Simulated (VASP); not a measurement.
# MgBe2S4 (P-3m1) in VASP: further runs, part 2 of 2

VASP 6.6.1. The steps go on from the part before.

**3. Single point, PBE+D3(BJ)**

This run uses another cell than the first one, of 15.57 Å³/atom.

Input file INCAR:

```
ALGO     = Normal         # electronic algorithm
EDIFF    = 1E-6           # SCF threshold, eV
ENCUT    = 520            # plane-wave cutoff, eV
GGA      = PE             # functional
ISIF     = 2              # what is computed and relaxed
ISMEAR   = 0              # smearing method
IVDW     = 12             # dispersion correction
LASPH    = T              # aspherical terms in the spheres
LCHARG   = F              # write CHGCAR
LREAL    = F              # projectors in reciprocal space
LWAVE    = F              # write WAVECAR
NBANDS   = 24             # bands
NELM     = 80             # most SCF steps
PREC     = Accurate       # precision mode
SIGMA    = 0.1            # smearing width, eV
```

Input file KPOINTS:

```
k-points
0
Gamma
  12 12 4
```

Input file POSCAR:

```
MgBe2S4
1.0
    3.3847256502      0.0000000000      0.0000000000
   -1.6923628251      2.9312583980      0.0000000000
    0.0000000000      0.0000000000     10.9857450975
Mg Be S
1 2 4
Direct
    0.0000000000      0.0000000000      0.0000000000
    0.0000000000      0.0000000000      0.6755008005
    0.0000000000      0.0000000000      0.3244991995
    0.6666666667      0.3333333333      0.8538094911
    0.3333333333      0.6666666667      0.6176231146
    0.6666666667      0.3333333333      0.3823768854
    0.3333333333      0.6666666667      0.1461905089
```

Potentials or basis: VASP PAW PBE potentials, release 64 (Mg, Be, S).

Run with:

```sh
cat potpaw_PBE.64/Mg/POTCAR potpaw_PBE.64/Be/POTCAR potpaw_PBE.64/S/POTCAR > POTCAR
mpirun -np 1 vasp_std > vasp.out
```

OUTCAR:

```text
EDIFF = 1E-6
   ENCUT = 520
   GGA = PE
   ISIF = 2
   ISMEAR = 0
   IVDW = 12
   LASPH = T
   LREAL = F
   NELM = 80
   PREC = Accurate
 IVDW          = 12

 ion  position               nearest neighbor table
   1  0.000  0.000  0.000-   4 2.53   7 2.53   4 2.53   7 2.53   4 2.53   7 2.53
   2  0.000  0.000  0.676-   5 2.06   5 2.06   5 2.06
   3  0.000  0.000  0.324-   6 2.06   6 2.06   6 2.06
   4  0.667  0.333  0.854-   1 2.53   1 2.53   1 2.53
   5  0.333  0.667  0.618-   2 2.06   2 2.06   2 2.06
   6  0.667  0.333  0.382-   3 2.06   3 2.06   3 2.06
   7  0.333  0.667  0.146-   1 2.53   1 2.53   1 2.53

  LATTYP: Found a hexagonal cell.
 ALAT       =     3.3847256502
 C/A-ratio  =     3.2456825849

  Lattice vectors:

 A1 = (   3.3847256502,   0.0000000000,   0.0000000000)
 A2 = (  -1.6923628251,   2.9312583980,   0.0000000000)
 A3 = (   0.0000000000,   0.0000000000,  10.9857450975)

Analysis of symmetry for initial positions (statically):
=====================================================================
[... 187 lines left out ...]
 fundamental gap:      0.0088379359
 Fermi energy:         4.2661902535

 k-point     1 :       0.0000    0.0000    0.0000
  band No.  band energies     occupation
      1      -9.3959      2.00000
      2      -8.7900      2.00000
      3      -8.3175      2.00000
      4      -7.4376      2.00000
      5      -1.0300      2.00000
      6       1.2874      2.00000
[... 637 lines left out ...]
     23      11.9160      0.00000
     24      12.0065      0.00000

 [... further k-points ...]

------------------------ aborting loop because EDIFF is reached ----------------------------------------

 Edisp (eV)   -2.27518

 E8    (eV) :    -0.8466

  FORCE on cell =-STRESS in cart. coord.  units (eV):
  Direction    XX          YY          ZZ          XY          YZ          ZX
  --------------------------------------------------------------------------------------
  -------------------------------------------------------------------------------------
  Total      -0.05664    -0.05664    -0.03453     0.00000     0.00000     0.00000
  in kB      -0.83265    -0.83265    -0.50756     0.00000     0.00000     0.00000
  external pressure =       -0.72 kB  Pullay stress =        0.00 kB

 VOLUME and BASIS-vectors are now :
 -----------------------------------------------------------------------------
  energy-cutoff  :      520.00
  volume of cell :      109.00
      direct lattice vectors                 reciprocal lattice vectors
     3.384725650  0.000000000  0.000000000     0.295444920  0.170575204  0.000000000
    -1.692362825  2.931258398  0.000000000     0.000000000  0.341150409  0.000000000
     0.000000000  0.000000000 10.985745098     0.000000000  0.000000000  0.091027053

 POSITION                                       TOTAL-FORCE (eV/Angst)
 -----------------------------------------------------------------------------------
      0.00000      0.00000      0.00000         0.000000      0.000000      0.000000
      0.00000      0.00000      7.42088         0.000000      0.000000      0.000702
      0.00000      0.00000      3.56487         0.000000      0.000000     -0.000702
      1.69236      0.97709      9.37973        -0.000000     -0.000000      0.018947
     -0.00000      1.95417      6.78505         0.000000     -0.000000     -0.001559
      1.69236      0.97709      4.20069         0.000000      0.000000      0.001559
     -0.00000      1.95417      1.60601        -0.000000      0.000000     -0.018947
 -----------------------------------------------------------------------------------
    total drift:                               -0.000000      0.000000     -0.000000

  FREE ENERGIE OF THE ION-ELECTRON SYSTEM (eV)
  ---------------------------------------------------
  free  energy   TOTEN  =       -31.1935605720 eV

  energy  without entropy=      -31.1749272078  energy(sigma->0) =      -31.18424389
```

OSZICAR:

```text
N       E                     dE             d eps       ncg     rms          rms(c)
DAV:   1     0.126130201240E+03    0.12613E+03   -0.12793E+04  3320   0.107E+03
DAV:   2    -0.194805519071E+02   -0.14561E+03   -0.13745E+03  4528   0.188E+02
DAV:   3    -0.293031794493E+02   -0.98226E+01   -0.97081E+01  4408   0.529E+01
DAV:   4    -0.294646237731E+02   -0.16144E+00   -0.16117E+00  4280   0.846E+00
DAV:   5    -0.294682953940E+02   -0.36716E-02   -0.36703E-02  4376   0.123E+00    0.109E+01
DAV:   6    -0.290182518851E+02    0.45004E+00   -0.56209E-01  4376   0.358E+00    0.683E+00
DAV:   7    -0.289477726227E+02    0.70479E-01   -0.81405E-01  3976   0.391E+00    0.207E+00
DAV:   8    -0.289262844587E+02    0.21488E-01   -0.18254E-01  4464   0.216E+00    0.864E-01
DAV:   9    -0.289197387651E+02    0.65457E-02   -0.30054E-02  4016   0.852E-01    0.423E-01
DAV:  10    -0.289186094873E+02    0.11293E-02   -0.57632E-03  4424   0.382E-01    0.176E-01
DAV:  11    -0.289183648850E+02    0.24460E-03   -0.14257E-03  4048   0.185E-01    0.989E-02
DAV:  12    -0.289183640761E+02    0.80895E-06   -0.16687E-04  4280   0.646E-02    0.457E-02
DAV:  13    -0.289183744110E+02   -0.10335E-04   -0.21378E-05  4200   0.259E-02    0.180E-02
DAV:  14    -0.289183762943E+02   -0.18834E-05   -0.79935E-06  4336   0.167E-02    0.892E-03
DAV:  15    -0.289183763444E+02   -0.50022E-07   -0.65906E-07  2600   0.490E-03
   1 F= -.31193561E+02 E0= -.31184244E+02  d E =-.186334E-01
```

stdout:

```text
POSCAR found type information on POSCAR MgBeS
 POSCAR found :  3 types and       7 ions
 scaLAPACK will be used
 LDA part: xc-table for (Slater+PW92), standard interpolation
 POSCAR, INCAR and KPOINTS ok, starting setup
 FFT: planning ... GRIDC
 FFT: planning ... GRID_SOFT
 FFT: planning ... GRID
 WAVECAR not read
 entering main loop
```

It took 4.2 min on 1 thread of Intel Xeon Platinum 8375C at 2.90GHz (Ice Lake), shared host; peak memory 0.35 GiB.

Results:

```yaml
Free_energy: -31.1936 eV
Pressure: -0.1 GPa
Largest_force: 0.019 eV/Å
Band_gap_on_the_k_mesh: zero (bands 15 and 16 overlap by 1.32 eV)
Dispersion_energy_per_atom: -0.325 eV
```

Forces on the atoms (eV/Å):
```
Mg   0.000  0.000  0.000
Be   0.000  0.000  0.001
Be   0.000  0.000 -0.001
S    0.000  0.000  0.019
S    0.000  0.000 -0.002
S    0.000  0.000  0.002
S    0.000  0.000 -0.019
```

**4. Relaxation of cell and atoms, PBE+D3(BJ)**

This run uses another cell than the first one, of 15.50 Å³/atom.

Input file INCAR:

```
ALGO = Normal ; EDIFF = 1E-7
EDIFFG = -0.01 ; ENCUT = 600
GGA = PE ; IBRION = 2
ISIF = 3 ; ISMEAR = 0
IVDW = 12 ; LASPH = True
LCHARG = False ; LREAL = False
LWAVE = False ; NELM = 60
NSW = 100 ; PREC = Accurate
SIGMA = 0.1
```

KPOINTS is that of step 3.

Input file POSCAR:

```
MgBe2S4
1.0
    3.3695748173      0.0000000000      0.0000000000
   -1.6847874086      2.9181373917      0.0000000000
    0.0000000000      0.0000000000     11.0331940553
Mg Be S
1 2 4
Direct
    0.0000000000      0.0000000000      0.0000000000
    0.0000000000      0.0000000000      0.6751664092
    0.0000000000      0.0000000000      0.3248335908
    0.6666666667      0.3333333333      0.8527925474
    0.3333333333      0.6666666667      0.6161495266
    0.6666666667      0.3333333333      0.3838504734
    0.3333333333      0.6666666667      0.1472074526
```

Run with:

```sh
cat potpaw_PBE.64/Mg/POTCAR potpaw_PBE.64/Be/POTCAR potpaw_PBE.64/S/POTCAR > POTCAR
mpirun -np 1 vasp_std > vasp.out
```

It took 24 min on 1 thread of Intel Xeon Platinum 8375C at 2.90GHz (Ice Lake), shared host; peak memory 0.39 GiB.

It converged, with:

```
Free energy                           : -31.1944 eV
Relaxed volume                        : 15.58 Å³/atom
Relaxed cell                          : a = 3.384 Å, b = 3.384 Å, c = 10.994 Å, α = 90.00°, β = 90.00°, γ = 120.00°
Space group after relaxing (to 0.1 Å) : P-3m1 (No. 164)
Energy gained by relaxing             : 0.5 meV/atom
Ionic steps                           : 10
Pressure after relaxing               : 0.0 GPa
Band gap on the k mesh                : zero (bands 15 and 16 overlap by 1.32 eV)
Dispersion energy per atom            : -0.325 eV
```

The path:
| step | energy change (eV) | largest force (eV/Å) | pressure (GPa) | volume (Å³) |
| --- | --- | --- | --- | --- |
| 1 | 0.0000 | 0.0625 | 0.13 | 108.49 |
| 2 | -0.0018 | 0.0439 | -0.01 | 108.68 |
| 3 | -0.0025 | 0.0501 | -0.21 | 108.96 |
| 4 | -0.0025 | 0.0490 | -0.19 | 108.92 |
| 5 | -0.0029 | 0.0174 | 0.11 | 108.63 |
| 6 | -0.0029 | 0.0215 | 0.07 | 108.67 |
| 7 | -0.0030 | 0.0159 | 0.05 | 108.73 |
| 8 | -0.0032 | 0.0127 | 0.02 | 108.93 |
| 9 | -0.0032 | 0.0156 | 0.00 | 109.02 |
| 10 | -0.0033 | 0.0008 | 0.00 | 109.05 |

Final structure:
```xyz
7
Lattice="3.3843 0.0000 0.0000 -1.6922 2.9309 0.0000 0.0000 0.0000 10.9936" Properties=species:S:1:pos:R:3 pbc="T T T"
Mg    0.0000    0.0000    0.0000
Be    0.0000    0.0000    7.4255
Be   -1.6922    2.9309    3.5682
S     1.6922    0.9770    9.3898
S     0.0000    1.9540    6.7916
S     1.6922    0.9770    4.2020
S     0.0000    1.9540    1.6038
```

Levels at points of the mesh, in eV from the Fermi level:
```
           k point  band 13  band 14  band 15  band 16  band 17  band 18
(0.00, 0.00, 0.00)     0.34     0.59     0.59     1.06     5.38     5.77
(0.50, 0.00, 0.00)    -0.75    -0.70    -0.62    -0.12     3.74     4.13
(0.00, 0.00, 0.50)     0.34     0.34     0.59     0.59     5.78     6.05
(0.50, 0.00, 0.50)    -0.93    -0.52    -0.39    -0.21     3.59     3.72
```

**5. Summary**

```csv
task,cell,k mesh,cutoff (eV),gap on the mesh (eV),pressure (GPa),relaxed volume (Å³/atom),largest force (eV/Å)
relaxation of cell and atoms,"relaxed from a = 3.117, b = 3.117, c = 10.873 Å, angles 90.0, 90.0, 120.0°, 7 atoms, atomic positions A",6 × 6 × 2,600,none,-0.3,15.49,0.04
single point,"a = 3.385, b = 3.385, c = 10.986 Å, angles 90.0, 90.0, 120.0°, 7 atoms, atomic positions B",12 × 12 × 4,520,none,-0.1,-,0.02
relaxation of cell and atoms,"relaxed from a = 3.370, b = 3.370, c = 11.033 Å, angles 90.0, 90.0, 120.0°, 7 atoms, atomic positions C",12 × 12 × 4,600,none,0.0,15.58,-
```

Alike in all rows: level PBE+D3(BJ); potentials or basis VASP PAW PBE potentials, release 64 (Mg, Be, S); no spin polarisation; smearing gaussian 0.1 eV.

Caveats: some runs use coarse meshes; the volume moved by over 15 % at a fixed basis, so the end points are rough (at least some runs).

Absolute energies hang on the potentials; compare differences alone.

The gap in the log of VASP goes by the Fermi energy; the results here count the filled bands.